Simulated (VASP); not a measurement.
# AgCl (Pm-3m) in VASP: a series of runs, part 2 of 2

VASP 6.6.1.

## 3. Electric field gradients, PBEsol (20.65 Å³/atom)

Contents of INCAR:

```
PREC = Accurate
ENCUT = 520
EDIFF = 1E-8
ISMEAR = -1
SIGMA = 0.01
LREAL = False
LASPH = True
NELM = 100
ALGO = Normal
ISIF = 2
LWAVE = False
LCHARG = False
GGA = PS
LEFG = True
NBANDS = 16
```

Contents of KPOINTS:

```
Automatic mesh
0
Gamma
  9 9 9
```

Contents of POSCAR:

```
AgCl
1.0
    3.4567152058      0.0000000000      0.0000000000
    0.0000000000      3.4567152058      0.0000000000
    0.0000000000      0.0000000000      3.4567152058
Ag Cl
1 1
Direct
    0.0000000000      0.0000000000      0.0000000000
    0.5000000000      0.5000000000      0.5000000000
```

Potentials or basis: VASP PAW PBE potentials, release 64 (Ag, Cl).

Launch:

```sh
$ cat potpaw_PBE.64/Ag/POTCAR potpaw_PBE.64/Cl/POTCAR > POTCAR
$ mpirun -np 1 vasp_std > vasp.out
```

OUTCAR:

```text
PREC = Accurate
   ENCUT = 520
   EDIFF = 1E-8
   ISMEAR = -1
   LREAL = False
   LASPH = True
   NELM = 100
   ISIF = 2
   GGA = PS

 ion  position               nearest neighbor table
   1  0.000  0.000  0.000-   2 2.99   2 2.99   2 2.99   2 2.99   2 2.99   2 2.99   2 2.99   2 2.99

   2  0.500  0.500  0.500-   1 2.99   1 2.99   1 2.99   1 2.99   1 2.99   1 2.99   1 2.99   1 2.99

  LATTYP: Found a simple cubic cell.
 ALAT       =     3.4567152058

  Lattice vectors:

 A1 = (   3.4567152058,   0.0000000000,   0.0000000000)
 A2 = (   0.0000000000,   3.4567152058,   0.0000000000)
 A3 = (   0.0000000000,   0.0000000000,   3.4567152058)

Analysis of symmetry for initial positions (statically):
=====================================================================
 Subroutine PRICEL returns:
 Original cell was already a primitive cell.

 Routine SETGRP: Setting up the symmetry group for a
 simple cubic supercell.

 Subroutine GETGRP returns: Found 48 space group operations
 (whereof 48 operations were pure point group operations)
 out of a pool of 48 trial point group operations.

The static configuration has the point symmetry O_h .

Analysis of symmetry for dynamics (positions and initial velocities):
=====================================================================
 Subroutine PRICEL returns:
 Original cell was already a primitive cell.

 Routine SETGRP: Setting up the symmetry group for a
 simple cubic supercell.

 Subroutine GETGRP returns: Found 48 space group operations
 (whereof 48 operations were pure point group operations)
[... 159 lines left out ...]
      1     -10.9048      2.00000
      2       0.8720      2.00000
      3       0.8720      2.00000
      4       1.7898      2.00000
      5       1.7898      2.00000
      6       1.7898      2.00000
[... 433 lines left out ...]
      3       0.1194      2.00000
      4       1.2103      2.00000
      5       1.3770      2.00000
      6       1.5291      2.00000
[... 8 lines left out ...]
     15      17.4630      0.00000
     16      19.2803      0.00000

 [... further k-points ...]

------------------------ aborting loop because EDIFF is reached ----------------------------------------

  FORCE on cell =-STRESS in cart. coord.  units (eV):
  Direction    XX          YY          ZZ          XY          YZ          ZX
  --------------------------------------------------------------------------------------
  -------------------------------------------------------------------------------------
  Total       -1.3904952     -1.3904952     -1.3904952      0.0000000      0.0000000     -0.0000000
  in kB      -53.9373080    -53.9373080    -53.9373080      0.0000000      0.0000000     -0.0000000
  external PRESSURE =     -53.9373080 kB  Pullay stress =       0.0000000 kB

 VOLUME and BASIS-vectors are now :
 -----------------------------------------------------------------------------
  energy-cutoff  :      520.00
  volume of cell :       41.30
      direct lattice vectors                 reciprocal lattice vectors
     3.456715206  0.000000000  0.000000000     0.289291984  0.000000000  0.000000000
     0.000000000  3.456715206  0.000000000     0.000000000  0.289291984  0.000000000
     0.000000000  0.000000000  3.456715206     0.000000000  0.000000000  0.289291984

 POSITION                                       TOTAL-FORCE (eV/Angst)
 -----------------------------------------------------------------------------------
      0.00000      0.00000      0.00000         0.000000      0.000000      0.000000
      1.72836      1.72836      1.72836         0.000000      0.000000      0.000000
 -----------------------------------------------------------------------------------
    total drift:                               -0.000000      0.000000      0.000000

  FREE ENERGIE OF THE ION-ELECTRON SYSTEM (eV)
  ---------------------------------------------------
  free  energy   TOTEN  =        -5.7396407645 eV

  energy  without entropy=       -5.7396407645  energy(sigma->0) =       -5.73964076

 Electric field gradients (V/A^2)
---------------------------------------------------------------------
 ion       V_xx      V_yy      V_zz      V_xy      V_xz      V_yz
---------------------------------------------------------------------
   1       0.000     0.000     0.000     0.000    -0.000    -0.000
   2      -0.000    -0.000     0.000    -0.000     0.000     0.000
---------------------------------------------------------------------

 Electric field gradients after diagonalization (V/A^2)
 (convention: |V_zz| > |V_xx| > |V_yy|)
----------------------------------------------------------------------
 ion       V_xx      V_yy      V_zz     asymmetry (V_yy - V_xx)/ V_zz
----------------------------------------------------------------------
   1       0.000     0.000     0.000      -0.223
   2      -0.000    -0.000     0.000       0.128
----------------------------------------------------------------------

           NMR quadrupolar parameters

 Cq : quadrupolar parameter    Cq=e*Q*V_zz/h
 eta: asymmetry parameters     (V_yy - V_xx)/ V_zz
 Q  : nuclear electric quadrupole moment in mb (millibarn)
----------------------------------------------------------------------
 ion       Cq(MHz)       eta       Q (mb)
----------------------------------------------------------------------
   1       0.000      -0.223       1.000
   2       0.000       0.128       1.000
----------------------------------------------------------------------
```

stdout:

```text
POSCAR found type information on POSCAR AgCl
 POSCAR found :  2 types and       2 ions
 scaLAPACK will be used
 -----------------------------------------------------------------------------
|                                                                             |
|                                                                             |
|     You enforced a specific xc type in the INCAR file but a different       |
|     I HOPE YOU KNOW WHAT YOU ARE DOING!                                     |
|                                                                             |
 -----------------------------------------------------------------------------

 LDA part: xc-table for (Slater+PW92), standard interpolation
 POSCAR, INCAR and KPOINTS ok, starting setup
 FFT: planning ... GRIDC
 FFT: planning ... GRID_SOFT
 FFT: planning ... GRID
 WAVECAR not read
 entering main loop
ion   1

ion   2
```

Run time: 20 s. Hardware: 1 thread of AMD EPYC 7R13 (Zen 3), shared host; peak memory 0.14 GiB.

Results:

- Free energy: -5.7396 eV
- Pressure: -5.4 GPa
- Band gap on the k mesh: 0.44 eV (least direct gap 1.87 eV)
- Largest electric field gradient by atom: under 0.05 V/Å² on every atom

Caveat: the cell stands under tension; semilocal functionals underestimate gaps, and a narrow one can read as zero; the PAW data sets were made with another functional, which shifts forces and pressure a little; an odd mesh through Γ misses points on the zone boundary, where band edges can lie.

## 4. Electric field gradients, PBEsol (20.75 Å³/atom)

This run uses another cell than the first one, of 20.75 Å³/atom.

Contents of INCAR:

```
SYSTEM = AgCl
PREC     = Accurate       ! precision mode
ENCUT    = 520            ! plane-wave cutoff, eV
EDIFF    = 1E-8           ! SCF threshold, eV
ISMEAR   = -1             ! smearing method
SIGMA    = 0.01           ! smearing width, eV
LREAL    = .FALSE.        ! projectors in reciprocal space
LASPH    = .TRUE.         ! aspherical terms in the spheres
NELM     = 60             ! most SCF steps
ALGO     = Normal         ! electronic algorithm
ISIF     = 2              ! what is computed and relaxed
LWAVE    = .FALSE.        ! write WAVECAR
LCHARG   = .FALSE.        ! write CHGCAR
GGA      = PS             ! functional
LEFG     = .TRUE.       
NBANDS   = 16             ! bands
```

Contents of KPOINTS:

```
regular mesh
0
G
  9 9 9
  0 0 0
```

Contents of POSCAR:

```
AgCl
1.0
    3.4623542292      0.0000000000      0.0000000000
    0.0000000000      3.4623542292      0.0000000000
    0.0000000000      0.0000000000      3.4623542292
Ag Cl
1 1
Direct
    0.0000000000      0.0000000000      0.0000000000
    0.5000000000      0.5000000000      0.5000000000
```

Potentials or basis: VASP PAW PBE potentials, release 64 (Ag, Cl).

Launch:

```sh
$ cat potpaw_PBE.64/Ag/POTCAR potpaw_PBE.64/Cl/POTCAR > POTCAR
$ mpirun -np 1 vasp_std > vasp.out
```

OUTCAR:

```text
SYSTEM = AgCl
   PREC = Accurate
   ENCUT = 520
   EDIFF = 1E-8
   ISMEAR = -1
   LREAL = .FALSE.
   LASPH = .TRUE.
   NELM = 60
   ISIF = 2
   GGA = PS

 ion  position               nearest neighbor table
   1  0.000  0.000  0.000-   2 3.00   2 3.00   2 3.00   2 3.00   2 3.00   2 3.00   2 3.00   2 3.00

   2  0.500  0.500  0.500-   1 3.00   1 3.00   1 3.00   1 3.00   1 3.00   1 3.00   1 3.00   1 3.00

  LATTYP: Found a simple cubic cell.
 ALAT       =     3.4623542292

  Lattice vectors:

 A1 = (   3.4623542292,   0.0000000000,   0.0000000000)
 A2 = (   0.0000000000,   3.4623542292,   0.0000000000)
 A3 = (   0.0000000000,   0.0000000000,   3.4623542292)

Analysis of symmetry for initial positions (statically):
=====================================================================
 Subroutine PRICEL returns:
 Original cell was already a primitive cell.

 Routine SETGRP: Setting up the symmetry group for a
 simple cubic supercell.

 Subroutine GETGRP returns: Found 48 space group operations
 (whereof 48 operations were pure point group operations)
 out of a pool of 48 trial point group operations.

The static configuration has the point symmetry O_h .

Analysis of symmetry for dynamics (positions and initial velocities):
=====================================================================
 Subroutine PRICEL returns:
 Original cell was already a primitive cell.

 Routine SETGRP: Setting up the symmetry group for a
 simple cubic supercell.

 Subroutine GETGRP returns: Found 48 space group operations
 (whereof 48 operations were pure point group operations)
 out of a pool of 48 trial point group operations.

The dynamic configuration has the point symmetry O_h .

 Subroutine INISYM returns: Found 48 space group operations
 (whereof 48 operations are pure point group operations),
 and found     1 'primitive' translations

----------------------------------------------------------------------------------------

                                     Primitive cell

  volume of cell :      41.5063

  direct lattice vectors                    reciprocal lattice vectors
     3.462354229  0.000000000  0.000000000     0.288820824  0.000000000  0.000000000
     0.000000000  3.462354229  0.000000000     0.000000000  0.288820824  0.000000000
     0.000000000  0.000000000  3.462354229     0.000000000  0.000000000  0.288820824

  length of vectors
     3.462354229  3.462354229  3.462354229     0.288820824  0.288820824  0.288820824

  position of ions in fractional coordinates (direct lattice)
     0.000000000  0.000000000  0.000000000
     0.500000000  0.500000000  0.500000000

  ion indices of the primitive-cell ions
   primitive index   ion index
                 1           1
                 2           2

----------------------------------------------------------------------------------------

 KPOINTS: regular mesh

Automatic generation of k-mesh.
 Grid dimensions read from file:
 generate k-points for:    9    9    9

 Generating k-lattice:

[... 69 lines left out ...]
   POTIM  = 0.5000    time-step for ionic-motion
   TEBEG  =    0.0;   TEEND  =   0.0 temperature during run
   PSTRESS=    0.0 pullay stress
   NELECT =      18.0000    total number of electrons
   NUPDOWN=      -1.0000    fix difference up-down
   EMIN   =  10.00;   EMAX   =-10.00  energy-range for DOS
   EFERMI =   0.00;   METHOD = LEGACY
   ISMEAR =    -1;   SIGMA  =   0.01  broadening in eV -4-tet -1-fermi 0-gaus
   EFERMI_NEDOS =   21; number of points for ismear=-14 and -15
   IALGO  =     38    algorithm
   IMIX   =      4    mixing-type and parameters
     AMIX     =   0.40;   BMIX     =  1.00
     AMIX_MAG =   1.60;   BMIX_MAG =  1.00
  volume/ion in A,a.u.               =      20.75       140.05
  Fermi-wavevector in a.u.,A,eV,Ry     =   1.239160  2.341673 20.891995  1.535518
  Thomas-Fermi vector in A             =   2.373655
   LORBIT       =      0    0 simple, 1 ext, 2 COOP (PROOUT), +10 PAW based schemes
   GGA     = PS    functional components
   LHFCALC =     F    Hartree Fock is set to
   AEXX    =    0.0000 exact exchange contribution
   IVDW    =     0    specifies the selected vdW correction
   LEPSILON=     F    determine dielectric tensor
   LRPA    =     F    only Hartree local field effects (RPA)
 non-spin polarized calculation
  energy-cutoff  :      520.00
  volume of cell :       41.51
 maximum number of plane-waves:      1141
 NGX is ok and might be reduce to    28
   NGX = 13   NGY = 13   NGZ = 13

 number of electron      18.0000000 magnetization

 Free energy of the ion-electron system (eV)
  ---------------------------------------------------
  ext. energy  EPLUGINS =         0.00000000
  ---------------------------------------------------
  free energy    TOTEN  =        -5.73280206 eV

  energy without entropy =       -5.73280206  energy(sigma->0) =       -5.73280206

 E-fermi :   3.6585     XC(G=0): -10.4869

 val. band max:        3.4586853152   @ k =   0.4444   0.0000   0.0000
 cond. band min:       3.8955038617   @ k =   0.0000   0.0000   0.0000
 fundamental gap:      0.4368185465
 Fermi energy:         3.6584750066

 k-point     1 :       0.0000    0.0000    0.0000
  band No.  band energies     occupation
      1     -10.9346      2.00000
      2       0.8322      2.00000
      3       0.8322      2.00000
      4       1.7403      2.00000
      5       1.7403      2.00000
      6       1.7403      2.00000
[... 433 lines left out ...]
      3       0.0887      2.00000
      4       1.1680      2.00000
      5       1.3345      2.00000
      6       1.4815      2.00000
[... 8 lines left out ...]
     15      17.3910      0.00000
     16      19.1899      0.00000

 [... further k-points ...]

------------------------ aborting loop because EDIFF is reached ----------------------------------------

  FORCE on cell =-STRESS in cart. coord.  units (eV):
  Direction    XX          YY          ZZ          XY          YZ          ZX
  --------------------------------------------------------------------------------------
  -------------------------------------------------------------------------------------
  Total       -1.4385376     -1.4385376     -1.4385376      0.0000000     -0.0000000     -0.0000000
  in kB      -55.5286739    -55.5286739    -55.5286739      0.0000000     -0.0000000     -0.0000000
  external PRESSURE =     -55.5286739 kB  Pullay stress =       0.0000000 kB

 VOLUME and BASIS-vectors are now :
 -----------------------------------------------------------------------------
  energy-cutoff  :      520.00
  volume of cell :       41.51
      direct lattice vectors                 reciprocal lattice vectors
     3.462354229  0.000000000  0.000000000     0.288820824  0.000000000  0.000000000
     0.000000000  3.462354229  0.000000000     0.000000000  0.288820824  0.000000000
     0.000000000  0.000000000  3.462354229     0.000000000  0.000000000  0.288820824

 POSITION                                       TOTAL-FORCE (eV/Angst)
 -----------------------------------------------------------------------------------
      0.00000      0.00000      0.00000         0.000000      0.000000      0.000000
      1.73118      1.73118      1.73118         0.000000      0.000000      0.000000
 -----------------------------------------------------------------------------------
    total drift:                               -0.000000      0.000000      0.000000

  FREE ENERGIE OF THE ION-ELECTRON SYSTEM (eV)
  ---------------------------------------------------
  free  energy   TOTEN  =        -5.7328020613 eV

  energy  without entropy=       -5.7328020613  energy(sigma->0) =       -5.73280206

 Electric field gradients (V/A^2)
---------------------------------------------------------------------
 ion       V_xx      V_yy      V_zz      V_xy      V_xz      V_yz
---------------------------------------------------------------------
   1      -0.000    -0.000     0.000     0.000     0.000     0.000
   2      -0.000    -0.000    -0.000    -0.000    -0.000    -0.000
---------------------------------------------------------------------

 Electric field gradients after diagonalization (V/A^2)
 (convention: |V_zz| > |V_xx| > |V_yy|)
----------------------------------------------------------------------
 ion       V_xx      V_yy      V_zz     asymmetry (V_yy - V_xx)/ V_zz
----------------------------------------------------------------------
   1      -0.000     0.000    -0.000      -1.505
   2      -0.000    -0.000    -0.000      -0.128
----------------------------------------------------------------------

           NMR quadrupolar parameters

 Cq : quadrupolar parameter    Cq=e*Q*V_zz/h
 eta: asymmetry parameters     (V_yy - V_xx)/ V_zz
 Q  : nuclear electric quadrupole moment in mb (millibarn)
----------------------------------------------------------------------
 ion       Cq(MHz)       eta       Q (mb)
----------------------------------------------------------------------
   1      -0.000      -1.505       1.000
   2      -0.000      -0.128       1.000
----------------------------------------------------------------------
```

Wall time 18 s (1 thread of AMD EPYC 7R13 (Zen 3), shared host); peak memory 0.14 GiB.

What came out:

```
Free energy                             : -5.7328 eV
Pressure                                : -5.6 GPa
Band gap on the k mesh                  : 0.44 eV (least direct gap 1.85 eV)
Largest electric field gradient by atom : under 0.05 V/Å² on every atom
```

Caveat: the cell stands under tension; semilocal functionals underestimate gaps, and a narrow one can read as zero; the PAW data sets were made with another functional, which shifts forces and pressure a little; an odd mesh through Γ misses points on the zone boundary, where band edges can lie.
